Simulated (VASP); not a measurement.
Ta4O, 5 atoms in the cell. The typed cell holds 5 atoms: a = 4.394 Å, b = 4.394 Å, c = 4.394 Å, α = 90.03°, β = 90.03°, γ = 90.03°. 

| Item | Value |
| --- | --- |
| Program | VASP 6.6.1 |
| Task | single point |
| Functional | PBE |
| Potentials or basis | VASP PAW PBE potentials, release 64 (Ta_sv_GW, O) |
| Cutoff | 600 eV |
| k mesh | 6 × 6 × 6 |
| Occupations | gaussian, width 0.1 eV |
| Spin | no spin polarisation |
| Dipole correction | no |
| Second run | valence_matched |
| Further INCAR settings | ALGO = Normal; EDIFF = 1e-06; NBANDS = 37 |

Potentials or basis: VASP PAW PBE potentials, release 64 (Ta_sv_GW, O).

The run is started by

```bash
$ cat potpaw_PBE.64/Ta_sv_GW/POTCAR potpaw_PBE.64/O/POTCAR > POTCAR
$ mpirun -np 1 vasp_std > vasp.out
```

Hardware: 1 thread of Intel(R) Xeon(R) 6975P-C (Granite Rapids), with other jobs on the host.

How long does it take, and how much memory?

Run time: 76 s on 1 thread of Intel(R) Xeon(R) 6975P-C (Granite Rapids), with other jobs on the host, peak memory 0.26 GiB. Counts: scf iterations 17, k points 32.
